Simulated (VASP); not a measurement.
# MgCd3O2 (P-3m1) in VASP: further runs, part 2 of 2

VASP 6.6.1. Earlier steps stand in the parts before.

### Step 3. Relaxation of cell and atoms, PBE

This run uses another cell than the first one, of 16.98 Å³/atom, 1.112 times its volume.

INCAR

```
SYSTEM = MgCd3O2
PREC = Accurate ; ENCUT = 600
EDIFF = 1E-6 ; ISMEAR = 0
SIGMA = 0.2 ; LREAL = .FALSE.
LASPH = .TRUE. ; NELM = 60
ALGO = Normal ; ISIF = 3
LWAVE = .FALSE. ; LCHARG = .FALSE.
GGA = PE ; IBRION = 2
NSW = 36 ; EDIFFG = -0.08
```

KPOINTS

```
Automatic mesh
0
G
  6 6 2
  0 0 0
```

POSCAR

```
MgCd3O2
1.0
    3.3000000000      0.0000000000      0.0000000000
   -1.6500000000      2.8578838300      0.0000000000
    0.0000000000      0.0000000000     10.8000000000
Mg Cd O
1 3 2
Direct
    0.0000000000      0.0000000000      0.0000000000
    0.6666666700      0.3333333300      0.2250000000
    0.3333333300      0.6666666700      0.7750000000
    0.0000000000      0.0000000000      0.5000000000
    0.3333333300      0.6666666700      0.1060000000
    0.6666666700      0.3333333300      0.8940000000
```

Potentials or basis: VASP PAW PBE potentials, release 64 (Mg, Cd, O).

Started as:

```console
$ cat potpaw_PBE.64/Mg/POTCAR potpaw_PBE.64/Cd/POTCAR potpaw_PBE.64/O/POTCAR > POTCAR
$ mpirun -np 1 vasp_std > vasp.out
```

OUTCAR:

```text
SYSTEM = MgCd3O2
   PREC = Accurate
   ENCUT = 600
   EDIFF = 1E-6
   ISMEAR = 0
   LREAL = .FALSE.
   LASPH = .TRUE.
   NELM = 60
   ISIF = 3
   GGA = PE
   IBRION = 2
   NSW = 36
   EDIFFG = -0.08

 ion  position               nearest neighbor table
   1  0.000  0.000  0.000-   5 2.22   6 2.22   5 2.22   6 2.22   6 2.22   5 2.22   2 3.09   3 3.09
                             3 3.09   2 3.09   3 3.09   2 3.09
   2  0.667  0.333  0.225-   5 2.30   5 2.30   5 2.30   1 3.09   1 3.09   1 3.09   4 3.53   4 3.53
                             4 3.53
   3  0.333  0.667  0.775-   6 2.30   6 2.30   6 2.30   1 3.09   1 3.09   1 3.09   4 3.53   4 3.53
                             4 3.53
   4  0.000  0.000  0.500-   2 3.53   3 3.53   3 3.53   2 3.53   2 3.53   3 3.53
   5  0.333  0.667  0.106-   1 2.22   1 2.22   1 2.22   2 2.30   2 2.30   2 2.30
   6  0.667  0.333  0.894-   1 2.22   1 2.22   1 2.22   3 2.30   3 2.30   3 2.30

  LATTYP: Found a hexagonal cell.
 ALAT       =     3.3000000000
 C/A-ratio  =     3.2727272727

  Lattice vectors:

 A1 = (   3.3000000000,   0.0000000000,   0.0000000000)
 A2 = (  -1.6500000000,   2.8578838300,   0.0000000000)
 A3 = (   0.0000000000,   0.0000000000,  10.8000000000)

Analysis of symmetry for initial positions (statically):
=====================================================================
 Subroutine PRICEL returns:
 Original cell was already a primitive cell.

 Routine SETGRP: Setting up the symmetry group for a
 hexagonal supercell.

 Subroutine GETGRP returns: Found 12 space group operations
 (whereof 12 operations were pure point group operations)
 out of a pool of 24 trial point group operations.

The static configuration has the point symmetry D_3d.

Analysis of symmetry for dynamics (positions and initial velocities):
=====================================================================
 Subroutine PRICEL returns:
 Original cell was already a primitive cell.

 Routine SETGRP: Setting up the symmetry group for a
 hexagonal supercell.

 Subroutine GETGRP returns: Found 12 space group operations
 (whereof 12 operations were pure point group operations)
[... 123 lines left out ...]
   LORBIT       =      0    0 simple, 1 ext, 2 COOP (PROOUT), +10 PAW based schemes
   GGA     = PE    functional components
   LHFCALC =     F    Hartree Fock is set to
   AEXX    =    0.0000 exact exchange contribution
   IVDW    =     0    specifies the selected vdW correction
   LEPSILON=     F    determine dielectric tensor
   LRPA    =     F    only Hartree local field effects (RPA)
 conjugate gradient relaxation of ions
 non-spin polarized calculation
 Gauss-broadening in eV      SIGMA  =   0.20
  energy-cutoff  :      600.00
  volume of cell :      101.85
 maximum number of plane-waves:      3440
 NGX is ok and might be reduce to    28
   NGX = 13   NGY = 13   NGZ = 43

--------------------------------------- Ionic step        1  -------------------------------------------

 number of electron      50.0000003 magnetization

 Free energy of the ion-electron system (eV)
  ---------------------------------------------------
  ext. energy  EPLUGINS =         0.00000000
  ---------------------------------------------------
  free energy    TOTEN  =       -19.80235805 eV

  energy without entropy =      -19.75712179  energy(sigma->0) =      -19.77973992

------------------------ aborting loop because EDIFF is reached ----------------------------------------

  FORCE on cell =-STRESS in cart. coord.  units (eV):
  Direction    XX          YY          ZZ          XY          YZ          ZX
  --------------------------------------------------------------------------------------
  -------------------------------------------------------------------------------------
  Total       -1.0656890     -1.0656890      2.1716902      0.0000000      0.0000000      0.0000000
  in kB      -16.7632726    -16.7632726     34.1606543      0.0000000      0.0000000      0.0000000
  external PRESSURE =       0.2113697 kB  Pullay stress =       0.0000000 kB
[... 101 lines left out ...]
  FREE ENERGIE OF THE ION-ELECTRON SYSTEM (eV)
  ---------------------------------------------------
  free  energy   TOTEN  =       -20.2208830494 eV

  energy  without entropy=      -20.1788750431  energy(sigma->0) =      -20.19987905

[... ionic steps 4 to 14 ...]

--------------------------------------- Ionic step       15  -------------------------------------------

 number of electron      49.9999996 magnetization

------------------------ aborting loop because EDIFF is reached ----------------------------------------
[... 75 lines left out ...]
--------------------------------------- Ionic step       17  -------------------------------------------

 number of electron      49.9999996 magnetization

 Free energy of the ion-electron system (eV)
  ---------------------------------------------------
  ext. energy  EPLUGINS =         0.00000000
  ---------------------------------------------------
  free energy    TOTEN  =       -20.55217787 eV

  energy without entropy =      -20.52779813  energy(sigma->0) =      -20.53998800

 E-fermi :   3.3400     XC(G=0): -11.0545

 val. band max:        3.2623238208   @ k =   0.3333   0.3333   0.5000
 cond. band min:       3.3617944306   @ k =   0.3333   0.3333   0.0000
 fundamental gap:      0.0994706098
 Fermi energy:         3.3399946256

 k-point     1 :       0.0000    0.0000    0.0000
  band No.  band energies     occupation
      1     -15.1827      2.00000
      2     -14.5097      2.00000
      3      -6.1399      2.00000
      4      -5.7949      2.00000
      5      -5.7949      2.00000
      6      -5.6652      2.00000
[... 484 lines left out ...]
  FREE ENERGIE OF THE ION-ELECTRON SYSTEM (eV)
  ---------------------------------------------------
  free  energy   TOTEN  =       -20.5521778738 eV

  energy  without entropy=      -20.5277981259  energy(sigma->0) =      -20.53998800

 reached required accuracy - stopping structural energy minimisation
```

OSZICAR:

```text
N       E                     dE             d eps       ncg     rms          rms(c)
DAV:   1     0.435801147274E+03    0.43580E+03   -0.28265E+04   840   0.181E+03
DAV:   2     0.579127174105E+01   -0.43001E+03   -0.41107E+03   900   0.441E+02
DAV:   3    -0.241668296919E+02   -0.29958E+02   -0.29646E+02   984   0.116E+02
[... 166 lines left out ...]
DAV:   3    -0.205525067009E+02    0.16948E-02   -0.61132E-03  1040   0.770E-01    0.320E-01
DAV:   4    -0.205523121067E+02    0.19459E-03   -0.50221E-04   894   0.189E-01    0.212E-01
DAV:   5    -0.205521763504E+02    0.13576E-03   -0.20754E-04   888   0.118E-01    0.281E-02
DAV:   6    -0.205521770057E+02   -0.65526E-06   -0.32814E-05   954   0.469E-02    0.968E-03
DAV:   7    -0.205521778738E+02   -0.86815E-06   -0.22609E-06   644   0.113E-02
  17 F= -.20552178E+02 E0= -.20539988E+02  d E =-.103984E-01
```

CONTCAR:

```text
MgCd3O2
   1.00000000000000
     3.2189415116587172   -0.0000000000000000    0.0000000000000000
    -1.6094707558293586    2.7876851201112771    0.0000000000000000
    -0.0000000000000000    0.0000000000000000   10.1678227607664695
  Mg              Cd              O
     1     3     2
Direct
     0.0000000000000000    0.0000000000000000    0.0000000000000000
     0.6666666699999979    0.3333333300000021    0.2624340651306764
     0.3333333300000021    0.6666666699999979    0.7375659348693238
     0.0000000000000000    0.0000000000000000    0.5000000000000000
     0.3333333300000021    0.6666666699999979    0.1111611485419646
     0.6666666699999979    0.3333333300000021    0.8888388514580354

  0.00000000E+00  0.00000000E+00  0.00000000E+00
  0.00000000E+00  0.00000000E+00  0.00000000E+00
  0.00000000E+00  0.00000000E+00  0.00000000E+00
  0.00000000E+00  0.00000000E+00  0.00000000E+00
  0.00000000E+00  0.00000000E+00  0.00000000E+00
  0.00000000E+00  0.00000000E+00  0.00000000E+00
```

Wall time 7.1 min (1 thread of Intel Xeon Platinum 8488C (Sapphire Rapids), shared host); peak memory 0.28 GiB.

Results:

```
Free energy                            : -20.5522 eV
Relaxed volume                         : 15.21 Å³/atom
Relaxed cell                           : a = 3.219 Å, b = 3.219 Å, c = 10.168 Å, α = 90.00°, β = 90.00°, γ = 120.00°
Space group after relaxing (to 0.05 Å) : P-3m1 (No. 164)
Energy gained by relaxing              : 125.0 meV/atom
Ionic steps                            : 17
Pressure after relaxing                : -0.1 GPa
Largest force after relaxing           : 0.026 eV/Å
Band gap on the k mesh                 : zero (band 25 reaches 3.36 eV, above the bottom of band 26 at 2.66 eV)
```

Forces in eV/Å, atoms in the order of the input:
```
Mg   0.000  0.000  0.000
Cd   0.000  0.000  0.017
Cd   0.000  0.000 -0.017
Cd   0.000  0.000  0.000
O    0.000  0.000  0.026
O    0.000  0.000 -0.026
```

Stress tensor (GPa, compression positive):
```
-0.01  0.00  0.00
 0.00 -0.01  0.00
 0.00  0.00 -0.22
```

Step by step:
| step | energy change (eV) | largest force (eV/Å) | pressure (GPa) | volume (Å³) |
| --- | --- | --- | --- | --- |
| 1 | 0.0000 | 1.9234 | 0.02 | 101.85 |
| 2 | -0.3789 | 0.7067 | -3.18 | 101.87 |
| 3 | -0.4185 | 0.4377 | -4.12 | 101.86 |
| 4 | -0.5497 | 0.6260 | -0.08 | 95.04 |
| 5 | -0.5514 | 0.6532 | 0.53 | 94.23 |
| 6 | -0.5934 | 0.2898 | 0.49 | 93.83 |
| 7 | -0.6109 | 0.3201 | 0.54 | 93.36 |
| 8 | -0.6361 | 0.1633 | -0.80 | 94.11 |
| 9 | -0.6519 | 0.0757 | -2.57 | 95.25 |
| 10 | -0.6616 | 0.0874 | -2.51 | 95.04 |
| 11 | -0.6884 | 0.0921 | -2.38 | 94.39 |
| 12 | -0.7341 | 0.1612 | -1.93 | 93.04 |
| 13 | -0.5848 | 0.8727 | 0.93 | 90.10 |
| 14 | -0.7390 | 0.1683 | -1.67 | 92.75 |
| 15 | -0.7394 | 0.2008 | -1.57 | 92.61 |
| 16 | -0.7477 | 0.0950 | -0.77 | 91.86 |
| 17 | -0.7498 | 0.0264 | -0.08 | 91.24 |

Final structure:
```
Mg Cd O
1.0
     3.21894    0.00000    0.00000
    -1.60947    2.78769    0.00000
     0.00000    0.00000   10.16782
Mg Cd O
1 3 2
Direct
  0.00000 0.00000 0.00000
  0.66667 0.33333 0.26243
  0.33333 0.66667 0.73757
  0.00000 0.00000 0.50000
  0.33333 0.66667 0.11116
  0.66667 0.33333 0.88884
```

Caveat: the k points lie up to 0.38 Å⁻¹ apart in the final cell; the relaxation stopped at a loose force limit of 0.08 eV/Å, so its end isn't a converged minimum.
